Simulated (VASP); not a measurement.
Write the native input for VASP 6.6.1 that does the following.

```yaml
Task: single point
Functional: LDA
Potentials_or_basis: VASP PAW LDA potentials, release 64 (Si)
Cutoff: 520 eV
k_mesh: 12 × 12 × 6
Occupations: gaussian, width 0.03 eV
Spin: no spin polarisation
Dipole_correction: no
Further_INCAR_settings: ALGO = Normal; EDIFF = 1e-07; NBANDS = 16
```

The structure of Si lies in POSCAR:

```
Si
1.0
    4.1378228574      0.0000000000      0.0000000000
   -2.0689114287      3.5834597108      0.0000000000
    0.0000000000      0.0000000000      6.0793171202
Si
4
Direct
    0.3333333333      0.6666666667      0.0630095000
    0.6666666667      0.3333333333      0.5630095000
    0.3333333333      0.6666666667      0.4369905000
    0.6666666667      0.3333333333      0.9369905000
```

This isn't the form of Si at room conditions, which is diamond.

This cell differs from its parent crystal: strain +0.080 along x and y, -0.040 along z.

The input as run:

INCAR

```
  ALGO = Normal
  EDIFF = 1E-7
  ENCUT = 520
  ISIF = 2
  ISMEAR = 0
  LASPH = True
  LCHARG = True
  LELF = True
  LREAL = False
  LVHAR = True
  LWAVE = False
  NBANDS = 16
  NELM = 80
  PREC = Accurate
  SIGMA = 0.03
```

KPOINTS

```
k-points
0
Gamma
  12 12 6
```

Potentials or basis: VASP PAW LDA potentials, release 64 (Si).

Command:

```console
$ cat potpaw_LDA.64/Si/POTCAR > POTCAR
$ mpirun -np 1 vasp_std > vasp.out
```

Results of the run:

- Pressure: -8.0 GPa
- Largest force: 1.121 eV/Å
- Band gap on the k mesh: zero (bands 8 and 9 overlap by 0.27 eV)

Caveat: the cell differs from its parent crystal (strain +0.080 along x and y, -0.040 along z); the cell stands under tension; semilocal functionals underestimate gaps, so a narrow gap can read as zero; forces of over 1 eV/Å act on the atoms, so gaps and moduli don't describe the material at rest.

Run time: 110 s on 1 thread of Intel(R) Xeon(R) Platinum 8259CL CPU @ 2.50GHz (Skylake/Cascade Lake), on a shared host, peak memory 0.22 GiB.
